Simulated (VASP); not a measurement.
# ZrSe2 in VASP: single point with PBE+D3(BJ)

Aim: the single point of ZrSe2 with PBE+D3(BJ).

Everything below comes from runs of VASP 6.6.1. Logs are shortened: lines on timing, memory, paths and dates and some standing lists are left out, and cuts for length are marked.

### Step 1. The cell of the first run

The cell holds a slab with vacuum, 6 atoms: a = 3.798 Å, b = 3.798 Å, c = 27.288 Å, α = 90.00°, β = 90.00°, γ = 120.00°.

### Step 2. Single point, PBE+D3(BJ)

The input, INCAR:

```
SYSTEM = ZrSe2
ALGO = Normal
DIPOL = 0.5 0.5 0.500
EDIFF = 1E-6
ENCUT = 400
GGA = PE
GGA_COMPAT = .False.
IDIPOL = 3
ISIF = 2
ISMEAR = 0
IVDW = 12
LASPH = .True.
LCHARG = .True.
LDIPOL = .True.
LELF = .True.
LREAL = .False.
LVACPOTAV = .True.
LVHAR = .True.
LWAVE = .False.
NBANDS = 33
NELM = 120
NELMDL = -8
PREC = Accurate
SIGMA = 0.05
```

The input, KPOINTS:

```
k-points
0
Gamma
  9 9 1
  0 0 0
```

The input, POSCAR:

```
ZrSe2
1.0
    3.7979980580      0.0000000000      0.0000000000
   -1.8989990290      3.2891628017      0.0000000000
    0.0000000000      0.0000000000     27.2880001872
Se Zr
4 2
Direct
    0.6666666667      0.3333333333      0.3313981671
    0.3333333333      0.6666666667      0.4466832611
    0.6666666667      0.3333333333      0.5533166987
    0.3333333333      0.6666666667      0.6686020173
    0.0000000000      0.0000000000      0.3890757725
    0.0000000000      0.0000000000      0.6109240832
```

Potentials or basis: VASP PAW PBE potentials, release 64 (Se, Zr_sv).

On the command line:

```sh
$ cat potpaw_PBE.64/Se/POTCAR potpaw_PBE.64/Zr_sv/POTCAR > POTCAR
$ mpirun -np 1 vasp_std > vasp.out
```

OUTCAR:

```text
SYSTEM = ZrSe2
   EDIFF = 1E-6
   ENCUT = 400
   GGA = PE
   ISIF = 2
   ISMEAR = 0
   IVDW = 12
   LASPH = .True.
   LREAL = .False.
   NELM = 120
   NELMDL = -8
   PREC = Accurate
 IVDW          = 12

 ion  position               nearest neighbor table
   1  0.667  0.333  0.331-   5 2.70   5 2.70   5 2.70
   2  0.333  0.667  0.447-   5 2.70   5 2.70   5 2.70
   3  0.667  0.333  0.553-   6 2.70   6 2.70   6 2.70
   4  0.333  0.667  0.669-   6 2.70   6 2.70   6 2.70
   5  0.000  0.000  0.389-   2 2.70   2 2.70   2 2.70   1 2.70   1 2.70   1 2.70
   6  0.000  0.000  0.611-   3 2.70   3 2.70   3 2.70   4 2.70   4 2.70   4 2.70

  LATTYP: Found a hexagonal cell.
 ALAT       =     3.7979980580
 C/A-ratio  =     7.1848378463

  Lattice vectors:

 A1 = (   3.7979980580,   0.0000000000,   0.0000000000)
 A2 = (  -1.8989990290,   3.2891628017,   0.0000000000)
 A3 = (   0.0000000000,   0.0000000000,  27.2880001872)

Analysis of symmetry for initial positions (statically):
=====================================================================
 Subroutine PRICEL returns:
 Original cell was already a primitive cell.

 Routine SETGRP: Setting up the symmetry group for a
 hexagonal supercell.

 Subroutine GETGRP returns: Found 12 space group operations
 (whereof 12 operations were pure point group operations)
 out of a pool of 24 trial point group operations.

The static configuration has the point symmetry D_3d.

Analysis of symmetry for dynamics (positions and initial velocities):
=====================================================================
 Subroutine PRICEL returns:
 Original cell was already a primitive cell.

 Routine SETGRP: Setting up the symmetry group for a
 hexagonal supercell.

 Subroutine GETGRP returns: Found 12 space group operations
 (whereof 12 operations were pure point group operations)
 out of a pool of 24 trial point group operations.

The dynamic configuration has the point symmetry D_3d.

 Subroutine INISYM returns: Found 12 space group operations
 (whereof 12 operations are pure point group operations),
 and found     1 'primitive' translations

----------------------------------------------------------------------------------------

                                     Primitive cell

  volume of cell :     340.8881

  direct lattice vectors                    reciprocal lattice vectors
     3.797998058  0.000000000  0.000000000     0.263296606  0.152014367  0.000000000
    -1.898999029  3.289162802  0.000000000     0.000000000  0.304028733  0.000000000
     0.000000000  0.000000000 27.288000187     0.000000000  0.000000000  0.036646145

  length of vectors
     3.797998058  3.797998058 27.288000187     0.304028733  0.304028733  0.036646145

  position of ions in fractional coordinates (direct lattice)
     0.666666667  0.333333333  0.331398167
     0.333333333  0.666666667  0.446683261
     0.666666667  0.333333333  0.553316699
     0.333333333  0.666666667  0.668602017
     0.000000000  0.000000000  0.389075773
     0.000000000  0.000000000  0.610924083

  ion indices of the primitive-cell ions
   primitive index   ion index
                 1           1
                 2           2
                 3           3
                 4           4
                 5           5
                 6           6

----------------------------------------------------------------------------------------

 KPOINTS: k-points

Automatic generation of k-mesh.
 Grid dimensions read from file:
 generate k-points for:    9    9    1

 Generating k-lattice:

  Cartesian coordinates                     Fractional coordinates (reciprocal lattice)
     0.029255178  0.016890485  0.000000000     0.111111111  0.000000000  0.000000000
     0.000000000  0.033780970  0.000000000     0.000000000  0.111111111  0.000000000
     0.000000000  0.000000000  0.036646145     0.000000000  0.000000000  1.000000000

  Length of vectors
     0.033780970  0.033780970  0.036646145

  Shift w.r.t. Gamma in fractional coordinates (k-lattice)
     0.000000000  0.000000000  0.000000000

 Subroutine IBZKPT returns following result:
 ===========================================

 Found     12 irreducible k-points:

 Following reciprocal coordinates:
            Coordinates               Weight
  0.000000  0.000000  0.000000      1.000000
  0.111111 -0.000000  0.000000      6.000000
  0.222222 -0.000000  0.000000      6.000000
  0.333333 -0.000000  0.000000      6.000000
  0.444444 -0.000000  0.000000      6.000000
  0.111111  0.111111  0.000000      6.000000
  0.222222  0.111111  0.000000     12.000000
  0.333333  0.111111  0.000000     12.000000
  0.444444  0.111111  0.000000      6.000000
  0.222222  0.222222  0.000000      6.000000
  0.333333  0.222222  0.000000     12.000000
  0.333333  0.333333  0.000000      2.000000
   k-points           NKPTS =     12   k-points in BZ     NKDIM =     12   number of bands    NBANDS=     33
   number of dos      NEDOS =    301   number of ions     NIONS =      6
   total plane-waves  NPLWV = 141120
   dimension x,y,z NGX =    28 NGY =   28 NGZ =  180
   dimension x,y,z NGXF=    56 NGYF=   56 NGZF=  360
   ions per type =               4   2
   NGX,Y,Z   is equivalent  to a cutoff of  12.26, 12.26, 10.97 a.u.
   NGXF,Y,Z  is equivalent  to a cutoff of  24.51, 24.51, 21.93 a.u.
 SYSTEM =  ZrSe2
   PREC   = accura    normal or accurate (medium, high low for compatibility)
   ISTART =      0    job   : 0-new  1-cont  2-samecut
   ICHARG =      2    charge: 1-file 2-atom 10-const
   ISPIN  =      1    spin polarized calculation?
   LNONCOLLINEAR =      F non collinear calculations
   LSORBIT =      F    spin-orbit coupling
   LASPH  =      T    aspherical Exc in radial PAW
   ENCUT  =  400.0 eV  29.40 Ry    5.42 a.u.   6.19  6.19 44.50*2*pi/ulx,y,z
   NELM   =    120;   NELMIN=  2; NELMDL= -8     # of ELM steps
   EDIFF  = 0.1E-05   stopping-criterion for ELM
   LREAL  =      F    real-space projection
   EDIFFG = 0.1E-04   stopping-criterion for IOM
   NSW    =      0    number of steps for IOM
   IBRION =     -1    ionic relax: 0-MD 1-quasi-New 2-CG
   NFREE  =      0    steps in history (QN), initial steepest desc. (CG)
   ISIF   =      2    stress and relaxation
   ISYM   =      2    0-nonsym 1-usesym 2-fastsym
   POTIM  = 0.5000    time-step for ionic-motion
   TEBEG  =    0.0;   TEEND  =   0.0 temperature during run
   PSTRESS=    0.0 pullay stress
   NELECT =      48.0000    total number of electrons
   NUPDOWN=      -1.0000    fix difference up-down
   EMIN   =  10.00;   EMAX   =-10.00  energy-range for DOS
   EFERMI =   0.00;   METHOD = LEGACY
   ISMEAR =     0;   SIGMA  =   0.05  broadening in eV -4-tet -1-fermi 0-gaus
   EFERMI_NEDOS =   21; number of points for ismear=-14 and -15
   IALGO  =     38    algorithm
   IMIX   =      4    mixing-type and parameters
     AMIX     =   0.40;   BMIX     =  1.00
     AMIX_MAG =   1.60;   BMIX_MAG =  1.00
  volume/ion in A,a.u.               =      56.81       383.40
  Fermi-wavevector in a.u.,A,eV,Ry     =   0.851696  1.609472  9.869478  0.725386
  Thomas-Fermi vector in A             =   1.967869
   LORBIT       =      0    0 simple, 1 ext, 2 COOP (PROOUT), +10 PAW based schemes
   GGA     = PE    functional components
   LHFCALC =     F    Hartree Fock is set to
   AEXX    =    0.0000 exact exchange contribution
   IVDW    =    12    specifies the selected vdW correction
   LEPSILON=     F    determine dielectric tensor
   LRPA    =     F    only Hartree local field effects (RPA)
 non-spin polarized calculation
 Gauss-broadening in eV      SIGMA  =   0.05
  energy-cutoff  :      400.00
  volume of cell :      340.89
 maximum number of plane-waves:      6228
 NGX is ok and might be reduce to    28
   NGX = 13   NGY = 13   NGZ = 89

 dipolmoment           0.000000      0.000000     -0.000000 electrons x Angstroem

 number of electron      48.0000001 magnetization

 dipolmoment           0.000000      0.000000      0.000018 electrons x Angstroem

 Free energy of the ion-electron system (eV)
  ---------------------------------------------------
  ext. energy  EPLUGINS =         0.00000000
  ---------------------------------------------------
  free energy    TOTEN  =       -39.14788338 eV

  energy without entropy =      -39.14788338  energy(sigma->0) =      -39.14788338

 E-fermi :  -0.9269     XC(G=0):  -4.6428

 val. band max:       -1.1600527187   @ k =   0.0000   0.0000   0.0000
 cond. band min:      -0.6906576703   @ k =   0.4444  -0.0000   0.0000
 fundamental gap:      0.4693950483
 Fermi energy:        -0.9269277479

 k-point     1 :       0.0000    0.0000    0.0000
  band No.  band energies     occupation
      1     -50.6166      2.00000
      2     -50.6162      2.00000
      3     -28.6570      2.00000
      4     -28.6566      2.00000
      5     -28.5498      2.00000
      6     -28.5498      2.00000
[... 25 lines left out ...]
     32       3.1918      0.00000
     33       3.4448      0.00000

 k-point     2 :       0.1111   -0.0000    0.0000
  band No.  band energies     occupation
      1     -50.6152      2.00000
      2     -50.6148      2.00000
      3     -28.6521      2.00000
      4     -28.6517      2.00000
      5     -28.5710      2.00000
      6     -28.5706      2.00000
[... 25 lines left out ...]
     32       2.7874      0.00000
     33       3.0931      0.00000
[... 322 lines left out ...]
     32       2.9959      0.00000
     33       3.6188      0.00000

 k-point    12 :       0.3333    0.3333    0.0000
  band No.  band energies     occupation
      1     -50.6034      2.00000
      2     -50.6029      2.00000
      3     -28.6725      2.00000
      4     -28.6722      2.00000
      5     -28.6721      2.00000
      6     -28.6718      2.00000
[... 25 lines left out ...]
     32       3.0538      0.00000
     33       3.5146      0.00000

------------------------ aborting loop because EDIFF is reached ----------------------------------------

 Edisp (eV)   -1.96075

 E8    (eV) :    -0.9117

  FORCE on cell =-STRESS in cart. coord.  units (eV):
  Direction    XX          YY          ZZ          XY          YZ          ZX
  --------------------------------------------------------------------------------------
  -------------------------------------------------------------------------------------
  Total      -1.61745    -1.61745    -0.08745    -0.00000    -0.00000     0.00000
  in kB      -7.60202    -7.60202    -0.41103    -0.00000    -0.00000     0.00000
  external pressure =       -5.21 kB  Pullay stress =        0.00 kB

 VOLUME and BASIS-vectors are now :
 -----------------------------------------------------------------------------
  energy-cutoff  :      400.00
  volume of cell :      340.89
      direct lattice vectors                 reciprocal lattice vectors
     3.797998058  0.000000000  0.000000000     0.263296606  0.152014367  0.000000000
    -1.898999029  3.289162802  0.000000000     0.000000000  0.304028733  0.000000000
     0.000000000  0.000000000 27.288000187     0.000000000  0.000000000  0.036646145

 POSITION                                       TOTAL-FORCE (eV/Angst)
 -----------------------------------------------------------------------------------
      1.89900      1.09639      9.04319        -0.000000     -0.000000     -0.016442
     -0.00000      2.19278     12.18909         0.000000      0.000000      0.022214
      1.89900      1.09639     15.09891        -0.000000      0.000000     -0.022214
     -0.00000      2.19278     18.24481         0.000000      0.000000      0.016442
      0.00000      0.00000     10.61710         0.000000     -0.000000      0.013181
      0.00000      0.00000     16.67090         0.000000      0.000000     -0.013181
 -----------------------------------------------------------------------------------
    total drift:                               -0.000000      0.000000      0.007733

  FREE ENERGIE OF THE ION-ELECTRON SYSTEM (eV)
  ---------------------------------------------------
  free  energy   TOTEN  =       -41.1086378572 eV

  energy  without entropy=      -41.1086378572  energy(sigma->0) =      -41.10863786

 vacuum level on the upper side and lower side of the slab         4.456         4.455
```

Wall time 6.4 min (1 thread of Intel Xeon 8259CL, shared host); peak memory 0.4 GiB.

What came out:

```yaml
Free_energy: -41.1086 eV
Largest_force: 0.022 eV/Å
Band_gap_on_the_k_mesh: 0.47 eV (least direct gap 1.09 eV)
Dispersion_energy_per_atom: -0.327 eV
```

Forces in eV/Å, atoms in the order of the input:
```
Se   0.000  0.000 -0.016
Se   0.000  0.000  0.022
Se   0.000  0.000 -0.022
Se   0.000  0.000  0.016
Zr   0.000  0.000  0.013
Zr   0.000  0.000 -0.013
```
